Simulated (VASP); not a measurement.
# Be2ZnTe2Se (P-4m2) in VASP: a series of runs, part 2 of 2

VASP 6.6.1. The steps go on from the part before.

## (3) Relaxation of cell and atoms, PBE

This run uses another cell than the first one, of 21.49 Å³/atom.

INCAR

```
PREC = Accurate ; ENCUT = 600
EDIFF = 1E-7 ; ISMEAR = 0
SIGMA = 0.1 ; LREAL = False
LASPH = True ; NELM = 60
ALGO = Normal ; ISIF = 3
LWAVE = False ; LCHARG = False
GGA = PE ; IBRION = 2
NSW = 90 ; EDIFFG = -0.04
```

KPOINTS

```
Automatic mesh
0
Gamma
  6 6 2
```

POSCAR

```
Be2ZnTe2Se
1.0
    3.6108294200      0.0000000000      0.0000000000
    0.0000000000      3.6108294200      0.0000000000
    0.0000000000      0.0000000000      9.8890028000
Be Zn Te Se
2 1 2 1
Direct
    0.5000000000      0.0000000000      0.7961770300
    0.0000000000      0.5000000000      0.2038229700
    0.5000000000      0.5000000000      0.0000000000
    0.5000000000      0.0000000000      0.3395209900
    0.0000000000      0.5000000000      0.6604790100
    0.0000000000      0.0000000000      0.0000000000
```

Potentials or basis: VASP PAW PBE potentials, release 64 (Be, Zn, Te, Se).

Run with:

```console
$ cat potpaw_PBE.64/Be/POTCAR potpaw_PBE.64/Zn/POTCAR potpaw_PBE.64/Te/POTCAR potpaw_PBE.64/Se/POTCAR > POTCAR
$ mpirun -np 1 vasp_std > vasp.out
```

OUTCAR:

```text
PREC = Accurate
   ENCUT = 600
   EDIFF = 1E-7
   ISMEAR = 0
   LREAL = False
   LASPH = True
   NELM = 60
   ISIF = 3
   GGA = PE
   IBRION = 2
   NSW = 90
   EDIFFG = -0.04

 ion  position               nearest neighbor table
   1  0.500  0.000  0.796-   3 2.71   3 2.71   5 2.88   5 2.88   5 2.88   5 2.88
   2  0.000  0.500  0.204-   3 2.71   3 2.71   4 2.88   4 2.88   4 2.88   4 2.88
   3  0.500  0.500  0.000-   6 2.55   6 2.55   6 2.55   6 2.55   2 2.71   2 2.71   1 2.71   1 2.71

   4  0.500  0.000  0.340-   2 2.88   2 2.88   2 2.88   2 2.88
   5  0.000  0.500  0.660-   1 2.88   1 2.88   1 2.88   1 2.88
   6  0.000  0.000  0.000-   3 2.55   3 2.55   3 2.55   3 2.55

  LATTYP: Found a simple tetragonal cell.
 ALAT       =     3.6108294200
 C/A-ratio  =     2.7387067207

  Lattice vectors:

 A1 = (   3.6108294200,   0.0000000000,   0.0000000000)
 A2 = (   0.0000000000,   3.6108294200,   0.0000000000)
 A3 = (   0.0000000000,   0.0000000000,   9.8890028000)

Analysis of symmetry for initial positions (statically):
=====================================================================
 Subroutine PRICEL returns:
 Original cell was already a primitive cell.

 Routine SETGRP: Setting up the symmetry group for a
 simple tetragonal supercell.

 Subroutine GETGRP returns: Found  8 space group operations
 (whereof  8 operations were pure point group operations)
 out of a pool of 16 trial point group operations.

The static configuration has the point symmetry D_2d.

Analysis of symmetry for dynamics (positions and initial velocities):
=====================================================================
 Subroutine PRICEL returns:
 Original cell was already a primitive cell.

 Routine SETGRP: Setting up the symmetry group for a
 simple tetragonal supercell.

 Subroutine GETGRP returns: Found  8 space group operations
 (whereof  8 operations were pure point group operations)
 out of a pool of 16 trial point group operations.

The dynamic configuration has the point symmetry D_2d.

[... 137 lines left out ...]
 maximum number of plane-waves:      4332
 NGX is ok and might be reduce to    30
   NGX = 15   NGY = 15   NGZ = 39

--------------------------------------- Ionic step        1  -------------------------------------------

 number of electron      34.0000000 magnetization

 Free energy of the ion-electron system (eV)
  ---------------------------------------------------
  ext. energy  EPLUGINS =         0.00000000
  ---------------------------------------------------
  free energy    TOTEN  =       -16.37823247 eV

  energy without entropy =      -16.37027281  energy(sigma->0) =      -16.37425264

------------------------ aborting loop because EDIFF is reached ----------------------------------------

  FORCE on cell =-STRESS in cart. coord.  units (eV):
  Direction    XX          YY          ZZ          XY          YZ          ZX
  --------------------------------------------------------------------------------------
  -------------------------------------------------------------------------------------
  Total       -1.7511404     -1.7511404     -2.6680378      0.0000000      0.0000000      0.0000000
  in kB      -21.7603115    -21.7603115    -33.1540140      0.0000000      0.0000000      0.0000000
  external PRESSURE =     -25.5582124 kB  Pullay stress =       0.0000000 kB
[... 101 lines left out ...]
  FREE ENERGIE OF THE ION-ELECTRON SYSTEM (eV)
  ---------------------------------------------------
  free  energy   TOTEN  =       -16.5616993453 eV

  energy  without entropy=      -16.5536314958  energy(sigma->0) =      -16.55766542

 E-fermi :   5.0652     XC(G=0):  -9.5891

 val. band max:        5.0486590361   @ k =   0.5000   0.3333   0.5000
 cond. band min:       5.1098814297   @ k =   0.1667   0.1667   0.0000
 fundamental gap:      0.0612223936
 Fermi energy:         5.0651836997

 k-point     1 :       0.0000    0.0000    0.0000
  band No.  band energies     occupation
      1      -9.6509      2.00000
      2      -6.8474      2.00000
      3      -6.8260      2.00000
      4      -2.6323      2.00000
      5      -2.4995      2.00000
      6      -2.4310      2.00000
[... 469 lines left out ...]
     20       4.2907      2.00000
     21       6.7596      0.00000

[... ionic steps 4 to 25 ...]

--------------------------------------- Ionic step       26  -------------------------------------------

 number of electron      33.9999961 magnetization

------------------------ aborting loop because EDIFF is reached ----------------------------------------
[... 75 lines left out ...]
--------------------------------------- Ionic step       28  -------------------------------------------

 number of electron      33.9999962 magnetization

 Free energy of the ion-electron system (eV)
  ---------------------------------------------------
  ext. energy  EPLUGINS =         0.00000000
  ---------------------------------------------------
  free energy    TOTEN  =       -17.14501868 eV

  energy without entropy =      -17.12172605  energy(sigma->0) =      -17.13337236

 E-fermi :   1.7502     XC(G=0):  -7.6163

 val. band max:        1.6707287806   @ k =   0.5000   0.5000   0.0000
 cond. band min:       1.7543006550   @ k =   0.5000   0.3333   0.0000
 fundamental gap:      0.0835718743
 Fermi energy:         1.7501735342

 k-point     1 :       0.0000    0.0000    0.0000
  band No.  band energies     occupation
      1     -11.5500      2.00000
      2     -10.3018      2.00000
      3     -10.3013      2.00000
      4      -5.1770      2.00000
      5      -5.0810      2.00000
      6      -4.9884      2.00000
[... 502 lines left out ...]
  FREE ENERGIE OF THE ION-ELECTRON SYSTEM (eV)
  ---------------------------------------------------
  free  energy   TOTEN  =       -17.1450186781 eV

  energy  without entropy=      -17.1217260511  energy(sigma->0) =      -17.13337236

 reached required accuracy - stopping structural energy minimisation
```

It took 16 min on 1 thread of Intel Xeon Platinum 8488C (Sapphire Rapids), shared host; peak memory 0.33 GiB.

What came out:

* Free energy: -17.1450 eV
* Relaxed cell: a = 3.575 Å, b = 3.575 Å, c = 14.311 Å, α = 90.00°, β = 90.00°, γ = 90.00°
* Space group after relaxing (to 0.1 Å): P-4m2 (No. 115)
* Energy gained by relaxing: 127.8 meV/atom
* Ionic steps: 28
* Pressure after relaxing: 0.0 GPa
* Largest force after relaxing: 0.030 eV/Å
* Band gap on the k mesh: zero (bands 17 and 18 overlap by 1.50 eV)

Forces on the atoms (eV/Å):
```
Be   0.000  0.000 -0.002
Be   0.000  0.000  0.002
Zn   0.000  0.000  0.000
Te   0.000  0.000  0.030
Te   0.000  0.000 -0.030
Se   0.000  0.000  0.000
```

Stress tensor (GPa, compression positive):
```
-0.08  0.00  0.00
 0.00 -0.08  0.00
 0.00  0.00  0.12
```

The path:
```tsv
step	energy change (eV)	largest force (eV/Å)	pressure (GPa)	volume (Å³)
1	0.0000	0.9023	-2.56	128.93
2	-0.1599	0.6474	0.20	122.64
3	-0.1835	0.5937	2.54	118.60
4	-0.2873	0.4111	2.18	120.19
5	-0.3339	0.2843	1.57	122.59
6	-0.3928	0.1455	-0.68	128.25
7	-0.3958	0.1445	-1.44	130.46
8	-0.4390	0.1306	-0.97	131.05
9	-0.4640	0.1974	-0.27	131.69
10	-0.4654	0.2238	-0.06	131.85
11	-0.4726	0.1737	0.14	131.79
12	-0.4858	0.1063	0.77	131.60
13	-0.4746	0.2927	2.12	131.22
14	-0.4877	0.0741	1.14	131.49
15	-0.4916	0.0807	1.02	132.00
16	-0.5011	0.1133	0.68	133.52
17	-0.5118	0.1755	0.05	136.61
18	-0.5229	0.1689	0.00	137.67
19	-0.5554	0.1528	-0.15	140.84
20	-0.6132	0.1100	-0.39	147.19
21	-0.7041	0.0821	-0.33	159.88
22	-0.7492	0.1113	-0.24	185.20
23	-0.7540	0.0835	-0.17	179.45
24	-0.7538	0.0887	-0.18	181.10
25	-0.7429	0.0700	1.17	176.27
26	-0.7558	0.0819	0.18	179.72
27	-0.7601	0.0669	0.13	180.61
28	-0.7668	0.0296	-0.02	182.88
```

Final structure:
```yaml
crystal:
  lattice:
    - [3.57481, 0.00000, 0.00000]
    - [0.00000, 3.57481, 0.00000]
    - [0.00000, 0.00000, 14.31081]
  atoms:
    - { symbol: Be, position: [0.50000, 0.00000, 0.71049] }
    - { symbol: Be, position: [0.00000, 0.50000, 0.28951] }
    - { symbol: Zn, position: [0.50000, 0.50000, 0.00000] }
    - { symbol: Te, position: [0.50000, 0.00000, 0.29315] }
    - { symbol: Te, position: [0.00000, 0.50000, 0.70685] }
    - { symbol: Se, position: [0.00000, 0.00000, 0.00000] }
```

Caveat: the volume moved by over 15 % at a fixed basis, so the end points are rough; spin-orbit coupling is left out, which moves the levels of the heavy elements.

## (4) Relaxation of cell and atoms, PBE

This run uses another cell than the first one, of 24.06 Å³/atom.

INCAR

```
ALGO = Normal
EDIFF = 1E-6
EDIFFG = -0.01
ENCUT = 600
GGA = PE
IBRION = 2
ISIF = 3
ISMEAR = 0
LASPH = T
LCHARG = F
LREAL = F
LWAVE = F
NELM = 80
NSW = 100
PREC = Accurate
SIGMA = 0.1
```

KPOINTS

```
k-points
0
Gamma
  10 10 4
```

POSCAR

```
Be2ZnTe2Se
1.0
    3.5835566701      0.0000000000      0.0000000000
    0.0000000000      3.5835566701      0.0000000000
    0.0000000000      0.0000000000     11.2411276681
Be Zn Te Se
2 1 2 1
Direct
    0.5000000000      0.0000000000      0.5724883826
    0.0000000000      0.5000000000      0.4275116174
    0.5000000000      0.5000000000      0.0000000000
    0.5000000000      0.0000000000      0.3544572762
    0.0000000000      0.5000000000      0.6455427238
    0.0000000000      0.0000000000      0.0000000000
```

Run with:

```console
$ cat potpaw_PBE.64/Be/POTCAR potpaw_PBE.64/Zn/POTCAR potpaw_PBE.64/Te/POTCAR potpaw_PBE.64/Se/POTCAR > POTCAR
$ mpirun -np 1 vasp_std > vasp.out
```

Wall time 26 min (1 thread of Intel Xeon Platinum 8488C (Sapphire Rapids), shared host); peak memory 0.51 GiB.

The run converged. Its results:

```
Free energy                           : -18.4152 eV
Relaxed volume                        : 25.90 Å³/atom
Relaxed cell                          : a = 3.600 Å, b = 3.600 Å, c = 11.991 Å, α = 90.00°, β = 90.00°, γ = 90.00°
Space group after relaxing (to 0.1 Å) : P-4m2 (No. 115)
Energy gained by relaxing             : 2.4 meV/atom
Ionic steps                           : 22
Pressure after relaxing               : 0.0 GPa
Band gap on the k mesh                : zero (bands 17 and 18 overlap by 1.38 eV)
```

Forces in eV/Å, atoms in the order of the input:
```
Be   0.000  0.000 -0.001
Be   0.000  0.000  0.001
Zn   0.000  0.000  0.000
Te   0.000  0.000  0.003
Te   0.000  0.000 -0.003
Se   0.000  0.000  0.000
```

The path:
| step | energy change (eV) | largest force (eV/Å) | pressure (GPa) | volume (Å³) |
| --- | --- | --- | --- | --- |
| 1 | 0.0000 | 0.1189 | 0.48 | 144.36 |
| 2 | -0.0044 | 0.0852 | -0.07 | 145.85 |
| 3 | -0.0044 | 0.0869 | -0.03 | 145.79 |
| 4 | -0.0051 | 0.0518 | 0.05 | 145.81 |
| 5 | -0.0057 | 0.0178 | 0.16 | 145.84 |
| 6 | -0.0063 | 0.0111 | 0.14 | 146.09 |
| 7 | -0.0077 | 0.0207 | 0.09 | 146.81 |
| 8 | -0.0096 | 0.0478 | -0.02 | 148.26 |
| 9 | -0.0096 | 0.1185 | -0.19 | 151.16 |
| 10 | -0.0102 | 0.0828 | -0.12 | 149.68 |
| 11 | -0.0107 | 0.0796 | -0.06 | 149.97 |
| 12 | -0.0116 | 0.0696 | 0.05 | 150.82 |
| 13 | -0.0108 | 0.1121 | 0.30 | 152.51 |
| 14 | -0.0118 | 0.0621 | 0.12 | 151.32 |
| 15 | -0.0122 | 0.0546 | 0.05 | 151.91 |
| 16 | -0.0126 | 0.0462 | -0.02 | 152.55 |
| 17 | -0.0126 | 0.0343 | -0.17 | 153.83 |
| 18 | -0.0127 | 0.0370 | -0.09 | 153.23 |
| 19 | -0.0134 | 0.0343 | -0.08 | 153.66 |
| 20 | -0.0142 | 0.0257 | 0.00 | 154.79 |
| 21 | -0.0142 | 0.0241 | 0.01 | 154.99 |
| 22 | -0.0144 | 0.0025 | -0.01 | 155.42 |

Final structure:
```
Be Zn Te Se
1.0
     3.60022    0.00000    0.00000
     0.00000    3.60022    0.00000
     0.00000    0.00000   11.99107
Be Zn Te Se
2 1 2 1
Direct
  0.50000 0.00000 0.56793
  0.00000 0.50000 0.43207
  0.50000 0.50000 0.00000
  0.50000 0.00000 0.36471
  0.00000 0.50000 0.63529
  0.00000 0.00000 0.00000
```

Levels at points of the mesh, in eV from the Fermi level:
| k point | band 13 | band 14 | band 15 | band 16 | band 17 | band 18 | band 19 | band 20 | band 21 |
| --- | --- | --- | --- | --- | --- | --- | --- | --- | --- |
| (0.00, 0.00, 0.00) | -1.56 | -1.37 | -1.37 | -0.36 | -0.36 | 0.30 | 1.20 | 2.36 | 3.72 |
| (0.50, 0.00, 0.00) | -2.87 | -1.12 | 0.39 | 0.41 | 0.43 | 2.22 | 3.51 | 3.52 | 3.53 |
| (0.50, 0.50, 0.00) | -3.89 | -3.88 | -2.70 | -2.70 | -1.35 | -0.61 | -0.15 | -0.15 | 2.89 |
| (0.00, 0.00, 0.50) | -1.92 | -1.37 | -1.37 | -0.35 | -0.35 | 0.37 | 1.20 | 2.36 | 4.00 |
| (0.50, 0.00, 0.50) | -2.89 | -1.07 | 0.40 | 0.41 | 0.43 | 2.65 | 3.25 | 3.31 | 3.51 |
| (0.50, 0.50, 0.50) | -3.89 | -3.88 | -2.69 | -2.69 | -1.35 | -0.63 | -0.16 | -0.16 | 2.79 |

Caveat: spin-orbit coupling is left out, which moves the levels of the heavy elements.

## (5) The runs side by side

```csv
task,cell,k mesh,cutoff (eV),gap on the mesh (eV),pressure (GPa),relaxed volume (Å³/atom),largest force (eV/Å)
single point,"a = 3.598, b = 3.598, c = 11.938 Å, 6 atoms, atomic positions A",10 × 10 × 4,520,none,0.1,-,0.03
relaxation of cell and atoms,"relaxed from a = 3.611, b = 3.611, c = 9.889 Å, 6 atoms, atomic positions B",6 × 6 × 2,600,none,0.0,30.48,0.03
relaxation of cell and atoms,"relaxed from a = 3.584, b = 3.584, c = 11.241 Å, 6 atoms, atomic positions C",10 × 10 × 4,600,none,0.0,25.90,-
```

Alike in all rows: level PBE; potentials or basis VASP PAW PBE potentials, release 64 (Be, Zn, Te, Se); no spin polarisation; smearing gaussian 0.1 eV.

Caveats: spin-orbit coupling is left out, which moves the levels of the heavy elements; the volume moved by over 15 % at a fixed basis, so the end points are rough (at least some runs).

Total energies depend on the potentials used, so only differences within one code and one set of settings carry meaning.

The gap in the log of VASP goes by the Fermi energy; the results here count the filled bands.